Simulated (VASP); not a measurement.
# SiSe2 (Ibam) in VASP: relaxation of cell and atoms with PBE+D3(BJ)

Aim: the relaxation of cell and atoms of SiSe2 with PBE+D3(BJ).

All numbers are computed with VASP 6.6.1; they aren't measurements. Logs are shortened: lines on timing, memory, paths and dates and some standing lists are left out, and cuts for length are marked.

**1. The cell of the first run**

The structure is orthorhombic, space group Ibam (No. 72). The conventional cell has a = 5.850 Å, b = 9.504 Å, c = 5.837 Å, α = 90.00°, β = 90.00°, γ = 90.00°. Within 3.0 Å of Si (site symmetry 222) lie 4 Se at 2.29 Å and 2 Si at 2.92 Å. Se (site symmetry m) has 2 Si at 2.29 Å within 3.0 Å.

**2. Relaxation of cell and atoms, PBE+D3(BJ)**

INCAR reads:

```
ALGO     = Normal         # electronic algorithm
EDIFF    = 1E-7           # SCF threshold, eV
EDIFFG   = -0.005         # ionic threshold
ENCUT    = 500            # plane-wave cutoff, eV
GGA      = PE             # functional
GGA_COMPAT= False        
IBRION   = 2              # ionic algorithm
ISIF     = 3              # what is computed and relaxed
ISMEAR   = 0              # smearing method
IVDW     = 12             # dispersion correction
LASPH    = True           # aspherical terms in the spheres
LCHARG   = False          # write CHGCAR
LREAL    = False          # projectors in reciprocal space
LWAVE    = False          # write WAVECAR
NELM     = 120            # most SCF steps
NELMIN   = 4            
NSW      = 100            # ionic steps
PREC     = Accurate       # precision mode
SIGMA    = 0.02           # smearing width, eV
```

KPOINTS reads:

```
k-points
0
Gamma
  8 8 8
```

POSCAR reads:

```
SiSe2
1.0
   -2.9250317313      4.7519660242      2.9184616666
    2.9250317313     -4.7519660242      2.9184616666
    2.9250317313      4.7519660242     -2.9184616666
Si Se
2 4
Direct
    0.7500000000      0.7500000000      0.0000000000
    0.2500000000      0.2500000000      0.0000000000
    0.1261810405      0.2228206306      0.3490016711
    0.8738189595      0.7771793694      0.6509983289
    0.3738189595      0.7228206306      0.0966395901
    0.6261810405      0.2771793694      0.9033604099
```

Potentials or basis: VASP PAW PBE potentials, release 64 (Si, Se).

Launch:

```
$ cat potpaw_PBE.64/Si/POTCAR potpaw_PBE.64/Se/POTCAR > POTCAR
$ mpirun -np 1 vasp_std > vasp.out
```

OUTCAR:

```text
EDIFF = 1E-7
   EDIFFG = -0.005
   ENCUT = 500
   GGA = PE
   IBRION = 2
   ISIF = 3
   ISMEAR = 0
   IVDW = 12
   LASPH = True
   LREAL = False
   NELM = 120
   NELMIN = 4
   NSW = 100
   PREC = Accurate
 IVDW          = 12

 ion  position               nearest neighbor table
   1  0.750  0.750  0.000-   3 2.29   4 2.29   5 2.29   6 2.29   2 2.92   2 2.92
   2  0.250  0.250  0.000-   3 2.29   4 2.29   5 2.29   6 2.29   1 2.92   1 2.92
   3  0.126  0.223  0.349-   1 2.29   2 2.29
   4  0.874  0.777  0.651-   1 2.29   2 2.29
   5  0.374  0.723  0.097-   1 2.29   2 2.29
   6  0.626  0.277  0.903-   1 2.29   2 2.29

  LATTYP: Found a body centered orthorhombic cell.
 ALAT       =     5.8369233332
 B/A-ratio  =     1.0022512082
 C/A-ratio  =     1.6282434265

  Lattice vectors:

 A1 = (   2.9250317313,   4.7519660242,  -2.9184616666)
 A2 = (  -2.9250317313,   4.7519660242,   2.9184616666)
 A3 = (   2.9250317313,  -4.7519660242,   2.9184616666)

Analysis of symmetry for initial positions (statically):
=====================================================================
 Subroutine PRICEL returns:
 Original cell was already a primitive cell.

 Routine SETGRP: Setting up the symmetry group for a
 body centered orthorhombic supercell.

 Subroutine GETGRP returns: Found  8 space group operations
 (whereof  4 operations were pure point group operations)
 out of a pool of  8 trial point group operations.

The static configuration has the point symmetry C_2h.
 The point group associated with its full space group is D_2h.

Analysis of symmetry for dynamics (positions and initial velocities):
=====================================================================
 Subroutine PRICEL returns:
 Original cell was already a primitive cell.

 Routine SETGRP: Setting up the symmetry group for a
 body centered orthorhombic supercell.

 Subroutine GETGRP returns: Found  8 space group operations
 (whereof  4 operations were pure point group operations)
 out of a pool of  8 trial point group operations.

The dynamic configuration has the point symmetry C_2h.
 The point group associated with its full space group is D_2h.

 Subroutine INISYM returns: Found  8 space group operations
 (whereof  4 operations are pure point group operations),
 and found     1 'primitive' translations

----------------------------------------------------------------------------------------

                                     Primitive cell

  volume of cell :     162.2624

  direct lattice vectors                    reciprocal lattice vectors
    -2.925031731  4.751966024  2.918461667     0.000000000  0.105219608  0.171323134
     2.925031731 -4.751966024  2.918461667     0.170938317  0.000000000  0.171323134
     2.925031731  4.751966024 -2.918461667     0.170938317  0.105219608  0.000000000

  length of vectors
     6.297174781  6.297174781  6.297174781     0.201054177  0.242015546  0.200726366

  position of ions in fractional coordinates (direct lattice)
     0.750000000  0.750000000  0.000000000
     0.250000000  0.250000000  0.000000000
     0.126181041  0.222820631  0.349001671
     0.873818959  0.777179369  0.650998329
     0.373818959  0.722820631  0.096639590
     0.626181041  0.277179369  0.903360410

  ion indices of the primitive-cell ions
   primitive index   ion index
                 1           1
                 2           2
                 3           3
                 4           4
                 5           5
                 6           6

----------------------------------------------------------------------------------------

 KPOINTS: k-points

Automatic generation of k-mesh.
 Grid dimensions read from file:
 generate k-points for:    8    8    8

 Generating k-lattice:

  Cartesian coordinates                     Fractional coordinates (reciprocal lattice)
     0.000000000  0.013152451  0.021415392     0.125000000 -0.000000000  0.000000000
     0.021367290  0.000000000  0.021415392     0.000000000  0.125000000  0.000000000
     0.021367290  0.013152451  0.000000000     0.000000000 -0.000000000  0.125000000

  Length of vectors
     0.025131772  0.030251943  0.025090796

  Shift w.r.t. Gamma in fractional coordinates (k-lattice)
     0.000000000  0.000000000  0.000000000

 Subroutine IBZKPT returns following result:
 ===========================================

 Found     95 irreducible k-points:

 Following reciprocal coordinates:
            Coordinates               Weight
  0.000000  0.000000  0.000000      1.000000
  0.125000  0.000000  0.000000      4.000000
  0.250000  0.000000  0.000000      4.000000
  0.375000  0.000000 -0.000000      4.000000
  0.500000  0.000000  0.000000      2.000000
 -0.000000  0.125000  0.000000      4.000000
[... 16 lines left out ...]
  0.125000  0.375000  0.000000      8.000000
  0.250000  0.375000  0.000000      8.000000
 [... further k-points ...]
   k-points           NKPTS =     95   k-points in BZ     NKDIM =     95   number of bands    NBANDS=     20
   number of dos      NEDOS =    301   number of ions     NIONS =      6
   total plane-waves  NPLWV = 110592
   dimension x,y,z NGX =    48 NGY =   48 NGZ =   48
   dimension x,y,z NGXF=    96 NGYF=   96 NGZF=   96
   ions per type =               2   4
   NGX,Y,Z   is equivalent  to a cutoff of  12.67, 12.67, 12.67 a.u.
   NGXF,Y,Z  is equivalent  to a cutoff of  25.34, 25.34, 25.34 a.u.
 SYSTEM =  unknown system
   PREC   = accura    normal or accurate (medium, high low for compatibility)
   ISTART =      0    job   : 0-new  1-cont  2-samecut
   ICHARG =      2    charge: 1-file 2-atom 10-const
   ISPIN  =      1    spin polarized calculation?
   LNONCOLLINEAR =      F non collinear calculations
   LSORBIT =      F    spin-orbit coupling
   LASPH  =      T    aspherical Exc in radial PAW
   ENCUT  =  500.0 eV  36.75 Ry    6.06 a.u.  11.48 11.48 11.48*2*pi/ulx,y,z
   NELM   =    120;   NELMIN=  4; NELMDL= -5     # of ELM steps
   EDIFF  = 0.1E-06   stopping-criterion for ELM
   LREAL  =      F    real-space projection
   EDIFFG = -.5E-02   stopping-criterion for IOM
   NSW    =    100    number of steps for IOM
   IBRION =      2    ionic relax: 0-MD 1-quasi-New 2-CG
   NFREE  =      1    steps in history (QN), initial steepest desc. (CG)
   ISIF   =      3    stress and relaxation
   ISYM   =      2    0-nonsym 1-usesym 2-fastsym
   POTIM  = 0.5000    time-step for ionic-motion
   TEBEG  =    0.0;   TEEND  =   0.0 temperature during run
   PSTRESS=    0.0 pullay stress
   NELECT =      32.0000    total number of electrons
   NUPDOWN=      -1.0000    fix difference up-down
   EMIN   =  10.00;   EMAX   =-10.00  energy-range for DOS
   EFERMI =   0.00;   METHOD = LEGACY
   ISMEAR =     0;   SIGMA  =   0.02  broadening in eV -4-tet -1-fermi 0-gaus
   EFERMI_NEDOS =   21; number of points for ismear=-14 and -15
   IALGO  =     38    algorithm
   IMIX   =      4    mixing-type and parameters
     AMIX     =   0.40;   BMIX     =  1.00
     AMIX_MAG =   1.60;   BMIX_MAG =  1.00
  volume/ion in A,a.u.               =      27.04       182.50
  Fermi-wavevector in a.u.,A,eV,Ry     =   0.952911  1.800740 12.354617  0.908039
  Thomas-Fermi vector in A             =   2.081517
   LORBIT       =      0    0 simple, 1 ext, 2 COOP (PROOUT), +10 PAW based schemes
   GGA     = PE    functional components
   LHFCALC =     F    Hartree Fock is set to
   AEXX    =    0.0000 exact exchange contribution
   IVDW    =    12    specifies the selected vdW correction
   LEPSILON=     F    determine dielectric tensor
   LRPA    =     F    only Hartree local field effects (RPA)
 conjugate gradient relaxation of ions
 non-spin polarized calculation
 Gauss-broadening in eV      SIGMA  =   0.02
  energy-cutoff  :      500.00
  volume of cell :      162.26
 maximum number of plane-waves:      4143
 NGX is ok and might be reduce to    48
   NGX = 23   NGY = 23   NGZ = 23

--------------------------------------- Ionic step        1  -------------------------------------------

 number of electron      32.0000000 magnetization

 Free energy of the ion-electron system (eV)
  ---------------------------------------------------
  ext. energy  EPLUGINS =         0.00000000
  ---------------------------------------------------
  free energy    TOTEN  =       -27.39479446 eV

  energy without entropy =      -27.39479446  energy(sigma->0) =      -27.39479446

------------------------ aborting loop because EDIFF is reached ----------------------------------------

 Edisp (eV)   -1.69231

 E8    (eV) :    -0.6947

  FORCE on cell =-STRESS in cart. coord.  units (eV):
  Direction    XX          YY          ZZ          XY          YZ          ZX
  --------------------------------------------------------------------------------------
  -------------------------------------------------------------------------------------
  Total       0.13298     0.10227     0.13571     0.00000     0.00000     0.00000
  in kB       1.31301     1.00980     1.33996     0.00000     0.00000     0.00000
  external pressure =        1.22 kB  Pullay stress =        0.00 kB
[... 69 lines left out ...]
  energy  without entropy=      -29.0870664376  energy(sigma->0) =      -29.08706644

--------------------------------------- Ionic step        3  -------------------------------------------

 number of electron      32.0000000 magnetization

 Free energy of the ion-electron system (eV)
  ---------------------------------------------------
  ext. energy  EPLUGINS =         0.00000000
  ---------------------------------------------------
  free energy    TOTEN  =       -27.39735266 eV

  energy without entropy =      -27.39735266  energy(sigma->0) =      -27.39735266

 E-fermi :   2.3422     XC(G=0):  -8.4421

 val. band max:        2.2161330056   @ k =  -0.3750   0.3750   0.2500
 cond. band min:       3.7171180011   @ k =   0.5000   0.5000   0.5000
 fundamental gap:      1.5009849955
 Fermi energy:         2.3421898825

 k-point     1 :       0.0000    0.0000    0.0000
  band No.  band energies     occupation
      1     -12.2430      2.00000
      2     -10.4123      2.00000
      3     -10.1234      2.00000
      4      -9.8518      2.00000
      5      -5.3122      2.00000
      6      -4.3256      2.00000
[... 12 lines left out ...]
     19       5.1128      0.00000
[... 513 lines left out ...]
      4     -10.1533      2.00000
      5      -4.7429      2.00000
      6      -4.2942      2.00000
[... 12 lines left out ...]
     19       6.0851      0.00000
     20       6.2147      0.00000

 [... further k-points ...]

------------------------ aborting loop because EDIFF is reached ----------------------------------------

 Edisp (eV)   -1.68989

 E8    (eV) :    -0.6937

  FORCE on cell =-STRESS in cart. coord.  units (eV):
  Direction    XX          YY          ZZ          XY          YZ          ZX
  --------------------------------------------------------------------------------------
  -------------------------------------------------------------------------------------
  Total       0.00664    -0.00497    -0.00568     0.00000     0.00000     0.00000
  in kB       0.06552    -0.04900    -0.05603     0.00000     0.00000     0.00000
  external pressure =       -0.01 kB  Pullay stress =        0.00 kB
[... 21 lines left out ...]
  FREE ENERGIE OF THE ION-ELECTRON SYSTEM (eV)
  ---------------------------------------------------
  free  energy   TOTEN  =       -29.0872451949 eV

  energy  without entropy=      -29.0872451949  energy(sigma->0) =      -29.08724519

 reached required accuracy - stopping structural energy minimisation
```

It took 5.6 min on 1 thread of Intel Xeon 6975P-C (Granite Rapids), shared host; peak memory 0.51 GiB.

What came out:

* Free energy: -29.0872 eV
* Relaxed volume: 27.08 Å³/atom
* Relaxed cell: a = 6.300 Å, b = 6.300 Å, c = 6.300 Å, α = 124.64°, β = 82.02°, γ = 124.78°
* Space group after relaxing (to 0.05 Å): Ibam (No. 72)
* Energy gained by relaxing: 0.0 meV/atom
* Ionic steps: 3
* Pressure after relaxing: 0.0 GPa
* Largest force after relaxing: 0.004 eV/Å
* Band gap on the k mesh: 1.50 eV, indirect (least direct gap 1.77 eV)
* Dispersion energy per atom: -0.282 eV

Forces on the atoms (eV/Å):
```
Si   0.000  0.000  0.000
Si   0.000  0.000  0.000
Se   0.002  0.004  0.000
Se  -0.002 -0.004  0.000
Se   0.002 -0.004  0.000
Se  -0.002  0.004  0.000
```

The path:
```
step  energy change (eV)  largest force (eV/Å)  pressure (GPa)  volume (Å³)
   1              0.0000                0.0344            0.12       162.26
   2              0.0000                0.0315           -0.15       162.75
   3             -0.0001                0.0042            0.00       162.48
```

Final structure:
```yaml
crystal:
  lattice:
    - [-2.92647, 4.75376, 2.91993]
    - [2.92647, -4.75376, 2.91993]
    - [2.92647, 4.75376, -2.91993]
  atoms:
    - { symbol: Si, position: [0.75000, 0.75000, 0.00000] }
    - { symbol: Si, position: [0.25000, 0.25000, 0.00000] }
    - { symbol: Se, position: [0.12624, 0.22291, 0.34915] }
    - { symbol: Se, position: [0.87376, 0.77709, 0.65085] }
    - { symbol: Se, position: [0.37376, 0.72291, 0.09668] }
    - { symbol: Se, position: [0.62624, 0.27709, 0.90332] }
```

Levels at points of the mesh, in eV from the valence-band top:
```tsv
k point	band 14	band 15	band 16	band 17	band 18	band 19
(0.00, 0.00, 0.00)	-0.86	-0.52	-0.35	2.64	2.83	2.90
(0.50, 0.00, 0.00)	-1.32	-0.61	-0.61	2.55	2.55	4.29
(0.00, 0.50, 0.00)	-0.98	-0.51	-0.51	2.31	2.31	3.83
(0.50, 0.50, 0.00)	-1.18	-0.90	-0.08	2.90	4.04	4.09
(0.50, 0.50, 0.50)	-1.92	-1.36	-0.27	1.50	3.08	3.45
```
